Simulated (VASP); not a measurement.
# Y5AlN6 (Cmmm) in VASP: further runs

Runs on Y5AlN6. Level: PBE. Tasks: single point.

Program: VASP 6.6.1. These are calculated values, not measurements. Logs are shortened: lines on timing, memory, paths and dates and some standing lists are left out, and cuts for length are marked.

**1. The cell of the first run**

The structure is orthorhombic, space group Cmmm (No. 65). Conventional cell: a = 4.852 Å, b = 14.300 Å, c = 4.849 Å, α = 90.00°, β = 90.00°, γ = 90.00°. Y (site symmetry m2m) has 6 N at 2.30 to 2.72 Å within 3.0 Å. Within 3.1 Å of Y (site symmetry m2m) lie 6 N at 2.32 to 2.44 Å. Y (site symmetry mmm) has 6 N at 2.39 to 2.43 Å within 3.2 Å. Al (site symmetry mmm) has 6 N at 2.13 to 2.43 Å within 2.8 Å. N (site symmetry m2m) has 6 Y at 2.39 to 2.44 Å within 3.2 Å. N (site symmetry mmm) has 4 Y at 2.30 to 2.42 Å and 2 Al at 2.43 Å within 3.0 Å. Within 3.1 Å of N (site symmetry mmm) lie 4 Y at 2.32 to 2.43 Å and 2 Al at 2.42 Å. N (site symmetry m2m) has 1 Al at 2.13 Å and 5 Y at 2.43 to 2.72 Å within 2.8 Å.

**2. Single point, PBE**

The input, INCAR:

```
SYSTEM = Y5AlN6
PREC = Accurate ; ENCUT = 520
EDIFF = 1E-6 ; ISMEAR = 0
SIGMA = 0.1 ; LREAL = .FALSE.
LASPH = .TRUE. ; NELM = 100
ALGO = Normal ; ISIF = 2
LWAVE = .FALSE. ; LCHARG = .FALSE.
GGA = PE ; NBANDS = 56
```

The input, KPOINTS:

```
Automatic mesh
0
G
  4 4 4
  0 0 0
```

The input, POSCAR:

```
Y5AlN6
1.0
    2.4260013258     -7.1501129794      0.0000000000
    2.4260013258      7.1501129794      0.0000000000
    0.0000000000      0.0000000000      4.8493690545
Y Al N
5 1 6
Direct
    0.6608563922      0.3391436078      0.0000000000
    0.8378460659      0.1621539341      0.5000000000
    0.3391436078      0.6608563922      0.0000000000
    0.5000000000      0.5000000000      0.5000000000
    0.1621539341      0.8378460659      0.5000000000
    0.0000000000      0.0000000000      0.0000000000
    0.6672822289      0.3327177711      0.5000000000
    0.3327177711      0.6672822289      0.5000000000
    0.5000000000      0.5000000000      0.0000000000
    0.0000000000      0.0000000000      0.5000000000
    0.1491850709      0.8508149291      0.0000000000
    0.8508149291      0.1491850709      0.0000000000
```

Potentials or basis: VASP PAW PBE potentials, release 64 (Y_sv, Al, N).

Started as:

```console
> cat potpaw_PBE.64/Y_sv/POTCAR potpaw_PBE.64/Al/POTCAR potpaw_PBE.64/N/POTCAR > POTCAR
> mpirun -np 1 vasp_std > vasp.out
```

OUTCAR:

```text
SYSTEM = Y5AlN6
   PREC = Accurate
   ENCUT = 520
   EDIFF = 1E-6
   ISMEAR = 0
   LREAL = .FALSE.
   LASPH = .TRUE.
   NELM = 100
   ISIF = 2
   GGA = PE

 ion  position               nearest neighbor table
   1  0.661  0.339  0.000-   9 2.30   7 2.43   7 2.43  11 2.43  11 2.43  12 2.72   4 3.34   4 3.34
                             6 3.34   6 3.34   5 3.43   5 3.43   5 3.43   5 3.43   2 3.50   2 3.50
   2  0.838  0.162  0.500-  10 2.32   8 2.43   8 2.43  12 2.43  12 2.43   7 2.44   6 3.36   6 3.36
                             4 3.36   4 3.36   3 3.43   3 3.43   3 3.43   3 3.43   5 3.49   5 3.49
   3  0.339  0.661  0.000-   9 2.30   8 2.43   8 2.43  12 2.43  12 2.43  11 2.72   4 3.34   4 3.34
                             6 3.34   6 3.34   2 3.43   2 3.43   2 3.43   2 3.43   5 3.50   5 3.50
   4  0.500  0.500  0.500-   7 2.39   8 2.39   9 2.42   9 2.42  10 2.43  10 2.43   1 3.34   3 3.34
                             1 3.34   3 3.34   5 3.36   5 3.36   2 3.36   2 3.36   6 3.43   6 3.43
   5  0.162  0.838  0.500-  10 2.32   7 2.43   7 2.43  11 2.43  11 2.43   8 2.44   6 3.36   6 3.36
                             4 3.36   4 3.36   1 3.43   1 3.43   1 3.43   1 3.43   2 3.49   2 3.49
   6  0.000  0.000  0.000-  11 2.13  12 2.13  10 2.42  10 2.42   9 2.43   9 2.43   1 3.34   1 3.34
                             3 3.34   3 3.34   2 3.36   5 3.36   2 3.36   5 3.36   4 3.43   4 3.43
   7  0.667  0.333  0.500-   4 2.39   1 2.43   1 2.43   5 2.43   5 2.43   2 2.44
   8  0.333  0.667  0.500-   4 2.39   3 2.43   3 2.43   2 2.43   2 2.43   5 2.44
   9  0.500  0.500  0.000-   1 2.30   3 2.30   4 2.42   4 2.42   6 2.43   6 2.43
  10  0.000  0.000  0.500-   2 2.32   5 2.32   6 2.42   6 2.42   4 2.43   4 2.43
  11  0.149  0.851  0.000-   6 2.13   1 2.43   1 2.43   5 2.43   5 2.43   3 2.72
  12  0.851  0.149  0.000-   6 2.13   3 2.43   3 2.43   2 2.43   2 2.43   1 2.72

  LATTYP: Found a base centered orthorhombic cell.
 ALAT       =     4.8520026516
 B/A-ratio  =     2.9472832118
 C/A-ratio  =     0.9994572144

  Lattice vectors:

 A1 = (   2.4260013258,  -7.1501129794,   0.0000000000)
 A2 = (   2.4260013258,   7.1501129794,   0.0000000000)
 A3 = (   0.0000000000,   0.0000000000,   4.8493690545)

Analysis of symmetry for initial positions (statically):
=====================================================================
 Subroutine PRICEL returns:
 Original cell was already a primitive cell.

 Routine SETGRP: Setting up the symmetry group for a
 base centered orthorhombic supercell.

 Subroutine GETGRP returns: Found  8 space group operations
 (whereof  8 operations were pure point group operations)
 out of a pool of  8 trial point group operations.

The static configuration has the point symmetry D_2h.

Analysis of symmetry for dynamics (positions and initial velocities):
=====================================================================
 Subroutine PRICEL returns:
 Original cell was already a primitive cell.

 Routine SETGRP: Setting up the symmetry group for a
 base centered orthorhombic supercell.

 Subroutine GETGRP returns: Found  8 space group operations
 (whereof  8 operations were pure point group operations)
 out of a pool of  8 trial point group operations.

The dynamic configuration has the point symmetry D_2h.

 Subroutine INISYM returns: Found  8 space group operations
 (whereof  8 operations are pure point group operations),
 and found     1 'primitive' translations

----------------------------------------------------------------------------------------

                                     Primitive cell

  volume of cell :     168.2361

  direct lattice vectors                    reciprocal lattice vectors
     2.426001326 -7.150112979  0.000000000     0.206100464 -0.069928965  0.000000000
     2.426001326  7.150112979  0.000000000     0.206100464  0.069928965  0.000000000
     0.000000000  0.000000000  4.849369055     0.000000000  0.000000000  0.206212394

  length of vectors
     7.550470055  7.550470055  4.849369055     0.217640671  0.217640671  0.206212394

  position of ions in fractional coordinates (direct lattice)
     0.660856392  0.339143608  0.000000000
     0.837846066  0.162153934  0.500000000
     0.339143608  0.660856392  0.000000000
     0.500000000  0.500000000  0.500000000
     0.162153934  0.837846066  0.500000000
     0.000000000  0.000000000  0.000000000
[... 32 lines left out ...]
  Cartesian coordinates                     Fractional coordinates (reciprocal lattice)
     0.051525116 -0.017482241  0.000000000     0.250000000  0.000000000  0.000000000
     0.051525116  0.017482241  0.000000000     0.000000000  0.250000000  0.000000000
     0.000000000  0.000000000  0.051553098     0.000000000  0.000000000  0.250000000

  Length of vectors
     0.054410168  0.054410168  0.051553098

  Shift w.r.t. Gamma in fractional coordinates (k-lattice)
     0.000000000  0.000000000  0.000000000

 Subroutine IBZKPT returns following result:
 ===========================================

 Found     21 irreducible k-points:

 Following reciprocal coordinates:
            Coordinates               Weight
  0.000000  0.000000  0.000000      1.000000
  0.250000  0.000000  0.000000      4.000000
  0.500000  0.000000  0.000000      2.000000
  0.250000  0.250000  0.000000      2.000000
  0.500000  0.250000  0.000000      4.000000
 -0.250000  0.250000  0.000000      2.000000
[... 13 lines left out ...]
 -0.250000  0.250000  0.500000      2.000000
  0.500000  0.500000  0.500000      1.000000
   k-points           NKPTS =     21   k-points in BZ     NKDIM =     21   number of bands    NBANDS=     56
   number of dos      NEDOS =    301   number of ions     NIONS =     12
   total plane-waves  NPLWV = 112896
   dimension x,y,z NGX =    56 NGY =   56 NGZ =   36
   dimension x,y,z NGXF=   112 NGYF=  112 NGZF=   72
   ions per type =               5   1   6
   NGX,Y,Z   is equivalent  to a cutoff of  12.33, 12.33, 12.34 a.u.
   NGXF,Y,Z  is equivalent  to a cutoff of  24.66, 24.66, 24.68 a.u.
 SYSTEM =  Y5AlN6
   PREC   = accura    normal or accurate (medium, high low for compatibility)
   ISTART =      0    job   : 0-new  1-cont  2-samecut
   ICHARG =      2    charge: 1-file 2-atom 10-const
   ISPIN  =      1    spin polarized calculation?
   LNONCOLLINEAR =      F non collinear calculations
   LSORBIT =      F    spin-orbit coupling
   LASPH  =      T    aspherical Exc in radial PAW
   ENCUT  =  520.0 eV  38.22 Ry    6.18 a.u.  14.04 14.04  9.02*2*pi/ulx,y,z
   NELM   =    100;   NELMIN=  2; NELMDL= -5     # of ELM steps
   EDIFF  = 0.1E-05   stopping-criterion for ELM
   LREAL  =      F    real-space projection
   EDIFFG = 0.1E-04   stopping-criterion for IOM
   NSW    =      0    number of steps for IOM
   IBRION =     -1    ionic relax: 0-MD 1-quasi-New 2-CG
   NFREE  =      0    steps in history (QN), initial steepest desc. (CG)
   ISIF   =      2    stress and relaxation
   ISYM   =      2    0-nonsym 1-usesym 2-fastsym
   POTIM  = 0.5000    time-step for ionic-motion
   TEBEG  =    0.0;   TEEND  =   0.0 temperature during run
   PSTRESS=    0.0 pullay stress
   NELECT =      88.0000    total number of electrons
   NUPDOWN=      -1.0000    fix difference up-down
   EMIN   =  10.00;   EMAX   =-10.00  energy-range for DOS
   EFERMI =   0.00;   METHOD = LEGACY
   ISMEAR =     0;   SIGMA  =   0.10  broadening in eV -4-tet -1-fermi 0-gaus
   EFERMI_NEDOS =   21; number of points for ismear=-14 and -15
   IALGO  =     38    algorithm
   IMIX   =      4    mixing-type and parameters
     AMIX     =   0.40;   BMIX     =  1.00
     AMIX_MAG =   1.60;   BMIX_MAG =  1.00
  volume/ion in A,a.u.               =      14.02        94.61
  Fermi-wavevector in a.u.,A,eV,Ry     =   1.319054  2.492651 23.672833  1.739904
  Thomas-Fermi vector in A             =   2.448980
   LORBIT       =      0    0 simple, 1 ext, 2 COOP (PROOUT), +10 PAW based schemes
   GGA     = PE    functional components
   LHFCALC =     F    Hartree Fock is set to
   AEXX    =    0.0000 exact exchange contribution
   IVDW    =     0    specifies the selected vdW correction
   LEPSILON=     F    determine dielectric tensor
   LRPA    =     F    only Hartree local field effects (RPA)
 non-spin polarized calculation
 Gauss-broadening in eV      SIGMA  =   0.10
  energy-cutoff  :      520.00
  volume of cell :      168.24
 maximum number of plane-waves:      4560
   NGX = 29   NGY = 29   NGZ = 19

 number of electron      87.9999999 magnetization

 Free energy of the ion-electron system (eV)
  ---------------------------------------------------
  ext. energy  EPLUGINS =         0.00000000
  ---------------------------------------------------
  free energy    TOTEN  =      -103.64579269 eV

  energy without entropy =     -103.64574710  energy(sigma->0) =     -103.64576990

 E-fermi :   4.7670     XC(G=0): -11.1974

 val. band max:        4.5629178758   @ k =   0.0000   0.0000   0.0000
 cond. band min:       4.9595043018   @ k =   0.5000   0.5000   0.0000
 fundamental gap:      0.3965864261
 Fermi energy:         4.7670190588

 k-point     1 :       0.0000    0.0000    0.0000
  band No.  band energies     occupation
      1     -36.4079      2.00000
      2     -36.3619      2.00000
      3     -36.0915      2.00000
      4     -36.0047      2.00000
      5     -35.9902      2.00000
      6     -16.7952      2.00000
[... 1228 lines left out ...]
     55       9.9060      0.00000
     56       9.9885      0.00000

------------------------ aborting loop because EDIFF is reached ----------------------------------------

  FORCE on cell =-STRESS in cart. coord.  units (eV):
  Direction    XX          YY          ZZ          XY          YZ          ZX
  --------------------------------------------------------------------------------------
  -------------------------------------------------------------------------------------
  Total       -0.4185872     -0.4094872     -0.4388443      0.0000000      0.0000000      0.0000000
  in kB       -3.9863677     -3.8997053     -4.1792839      0.0000000      0.0000000      0.0000000
  external PRESSURE =      -4.0217856 kB  Pullay stress =       0.0000000 kB

 VOLUME and BASIS-vectors are now :
 -----------------------------------------------------------------------------
  energy-cutoff  :      520.00
  volume of cell :      168.24
      direct lattice vectors                 reciprocal lattice vectors
     2.426001326 -7.150112979  0.000000000     0.206100464 -0.069928965  0.000000000
     2.426001326  7.150112979  0.000000000     0.206100464  0.069928965  0.000000000
     0.000000000  0.000000000  4.849369055     0.000000000  0.000000000  0.206212394

 POSITION                                       TOTAL-FORCE (eV/Angst)
 -----------------------------------------------------------------------------------
      2.42600     -2.30028      0.00000         0.000000     -0.007296      0.000000
      2.42600     -4.83128      2.42468         0.000000      0.001470      0.000000
      2.42600      2.30028      0.00000         0.000000      0.007296     -0.000000
      2.42600      0.00000      2.42468        -0.000000      0.000000      0.000000
      2.42600      4.83128      2.42468         0.000000     -0.001470      0.000000
      0.00000      0.00000      0.00000         0.000000      0.000000      0.000000
      2.42600     -2.39217      2.42468         0.000000     -0.010846     -0.000000
      2.42600      2.39217      2.42468         0.000000      0.010846      0.000000
      2.42600      0.00000      0.00000         0.000000      0.000000      0.000000
      0.00000      0.00000      2.42468         0.000000      0.000000      0.000000
      2.42600      5.01673      0.00000         0.000000     -0.006532      0.000000
      2.42600     -5.01673      0.00000         0.000000      0.006532      0.000000
 -----------------------------------------------------------------------------------
    total drift:                                0.000000     -0.000000     -0.000000

  FREE ENERGIE OF THE ION-ELECTRON SYSTEM (eV)
  ---------------------------------------------------
  free  energy   TOTEN  =      -103.6457926905 eV

  energy  without entropy=     -103.6457471022  energy(sigma->0) =     -103.64576990
```

It took 4 min on 1 thread of Intel Xeon Platinum 8124M at 3.00GHz (Skylake/Cascade Lake), shared host; peak memory 0.44 GiB.

Results:

* Free energy: -103.6458 eV
* Pressure: -0.4 GPa
* Largest force: 0.011 eV/Å
* Band gap on the k mesh: 0.40 eV (least direct gap 0.57 eV)

Forces in eV/Å, atoms in the order of the input:
```
Y    0.000 -0.007  0.000
Y    0.000  0.001  0.000
Y    0.000  0.007  0.000
Y    0.000  0.000  0.000
Y    0.000 -0.001  0.000
Al   0.000  0.000  0.000
N    0.000 -0.011  0.000
N    0.000  0.011  0.000
N    0.000  0.000  0.000
N    0.000  0.000  0.000
N    0.000 -0.007  0.000
N    0.000  0.007  0.000
```

Caveat: semilocal functionals underestimate gaps, and a narrow one can read as zero.

**3. Single point, PBE**

This run uses another cell than the first one, of 16.34 Å³/atom.

The input, INCAR:

```
PREC = Accurate ; ENCUT = 520
EDIFF = 1E-6 ; ISMEAR = 0
SIGMA = 0.1 ; LREAL = False
LASPH = True ; NELM = 60
ALGO = Normal ; ISIF = 2
LWAVE = False ; LCHARG = False
GGA = PE ; NBANDS = 56
```

The input, KPOINTS:

```
Automatic mesh
0
Gamma
  4 4 4
```

The input, POSCAR:

```
Y5AlN6
1.0
    2.5375685200     -7.6127055600      0.0000000000
    2.5375685200      7.6127055600      0.0000000000
    0.0000000000      0.0000000000      5.0751370400
Y Al N
5 1 6
Direct
    0.6666666700      0.3333333300      0.0000000000
    0.8333333300      0.1666666700      0.5000000000
    0.3333333300      0.6666666700      0.0000000000
    0.5000000000      0.5000000000      0.5000000000
    0.1666666700      0.8333333300      0.5000000000
    0.0000000000      0.0000000000      0.0000000000
    0.6666666700      0.3333333300      0.5000000000
    0.3333333300      0.6666666700      0.5000000000
    0.5000000000      0.5000000000      0.0000000000
    0.0000000000      0.0000000000      0.5000000000
    0.1666666700      0.8333333300      0.0000000000
    0.8333333300      0.1666666700      0.0000000000
```

Potentials or basis: VASP PAW PBE potentials, release 64 (Y_sv, Al, N).

Started as:

```console
> cat potpaw_PBE.64/Y_sv/POTCAR potpaw_PBE.64/Al/POTCAR potpaw_PBE.64/N/POTCAR > POTCAR
> mpirun -np 1 vasp_std > vasp.out
```

OUTCAR:

```text
PREC = Accurate
   ENCUT = 520
   EDIFF = 1E-6
   ISMEAR = 0
   LREAL = False
   LASPH = True
   NELM = 60
   ISIF = 2
   GGA = PE

 ion  position               nearest neighbor table
   1  0.667  0.333  0.000-  12 2.54  11 2.54   7 2.54   7 2.54  11 2.54   9 2.54   2 3.59   3 3.59
                             3 3.59   2 3.59   5 3.59   5 3.59   5 3.59   5 3.59   6 3.59   6 3.59
   2  0.833  0.167  0.500-   7 2.54   8 2.54  12 2.54  12 2.54   8 2.54  10 2.54   1 3.59   5 3.59
                             5 3.59   1 3.59   3 3.59   3 3.59   3 3.59   3 3.59   6 3.59   6 3.59
[... 1473 lines left out ...]
 -----------------------------------------------------------------------------
  energy-cutoff  :      520.00
  volume of cell :      196.08
      direct lattice vectors                 reciprocal lattice vectors
     2.537568520 -7.612705560  0.000000000     0.197039014 -0.065679671  0.000000000
     2.537568520  7.612705560  0.000000000     0.197039014  0.065679671  0.000000000
     0.000000000  0.000000000  5.075137040     0.000000000  0.000000000  0.197039014

 POSITION                                       TOTAL-FORCE (eV/Angst)
 -----------------------------------------------------------------------------------
      2.53757     -2.53757      0.00000         0.000000      0.523091      0.000000
      2.53757     -5.07514      2.53757         0.000000     -0.509067      0.000000
      2.53757      2.53757      0.00000         0.000000     -0.523091      0.000000
      2.53757      0.00000      2.53757         0.000000      0.000000      0.000000
      2.53757      5.07514      2.53757         0.000000      0.509067      0.000000
      0.00000      0.00000      0.00000         0.000000     -0.000000      0.000000
      2.53757     -2.53757      2.53757         0.000000     -0.049734     -0.000000
      2.53757      2.53757      2.53757         0.000000      0.049734      0.000000
      2.53757      0.00000      0.00000         0.000000      0.000000      0.000000
      0.00000      0.00000      2.53757         0.000000      0.000000      0.000000
      2.53757      5.07514      0.00000         0.000000      0.220615     -0.000000
      2.53757     -5.07514      0.00000         0.000000     -0.220615      0.000000
 -----------------------------------------------------------------------------------
    total drift:                                0.000000      0.000000     -0.000000

  FREE ENERGIE OF THE ION-ELECTRON SYSTEM (eV)
  ---------------------------------------------------
  free  energy   TOTEN  =      -101.5855678197 eV

  energy  without entropy=     -101.5855602809  energy(sigma->0) =     -101.58556405
```

OSZICAR:

```text
N       E                     dE             d eps       ncg     rms          rms(c)
DAV:   1     0.551141828751E+03    0.55114E+03   -0.43750E+04  2368   0.152E+03
DAV:   2    -0.652076590457E+02   -0.61635E+03   -0.59223E+03  2928   0.382E+02
DAV:   3    -0.117555459624E+03   -0.52348E+02   -0.51938E+02  3040   0.901E+01
DAV:   4    -0.121854991549E+03   -0.42995E+01   -0.42920E+01  3776   0.209E+01
DAV:   5    -0.122028693491E+03   -0.17370E+00   -0.17366E+00  3120   0.414E+00    0.561E+01
DAV:   6    -0.102348182889E+03    0.19681E+02   -0.13687E+02  2896   0.346E+01    0.639E+01
DAV:   7    -0.102095058150E+03    0.25312E+00   -0.13471E+01  3120   0.113E+01    0.515E+01
DAV:   8    -0.101933995471E+03    0.16106E+00   -0.76620E+00  2728   0.879E+00    0.124E+01
DAV:   9    -0.101576655741E+03    0.35734E+00   -0.17561E+00  2928   0.382E+00    0.207E+00
DAV:  10    -0.101585424050E+03   -0.87683E-02   -0.11492E-01  3320   0.110E+00    0.125E+00
DAV:  11    -0.101586331519E+03   -0.90747E-03   -0.13143E-02  3576   0.415E-01    0.334E-01
DAV:  12    -0.101585504392E+03    0.82713E-03   -0.59323E-03  3464   0.277E-01    0.162E-01
DAV:  13    -0.101585560500E+03   -0.56108E-04   -0.78394E-04  2800   0.944E-02    0.148E-01
DAV:  14    -0.101585565103E+03   -0.46026E-05   -0.91856E-05  3128   0.444E-02    0.651E-02
DAV:  15    -0.101585567088E+03   -0.19852E-05   -0.33345E-05  3200   0.237E-02    0.204E-02
DAV:  16    -0.101585567820E+03   -0.73160E-06   -0.37588E-06  2512   0.839E-03
   1 F= -.10158557E+03 E0= -.10158556E+03  d E =-.753877E-05
```

It took 5.5 min on 1 thread of Intel Xeon Platinum 8124M at 3.00GHz (Skylake/Cascade Lake), shared host; peak memory 0.48 GiB.

What came out:

* Free energy: -101.5856 eV
* Pressure: -17.9 GPa
* Largest force: 0.523 eV/Å
* Band gap on the k mesh: 0.49 eV

Forces in eV/Å, atoms in the order of the input:
```
Y    0.000  0.523  0.000
Y    0.000 -0.509  0.000
Y    0.000 -0.523  0.000
Y    0.000  0.000  0.000
Y    0.000  0.509  0.000
Al   0.000  0.000  0.000
N    0.000 -0.050  0.000
N    0.000  0.050  0.000
N    0.000  0.000  0.000
N    0.000  0.000  0.000
N    0.000  0.221  0.000
N    0.000 -0.221  0.000
```

Caveat: the cell stands under tension; semilocal functionals underestimate gaps, and a narrow one can read as zero.
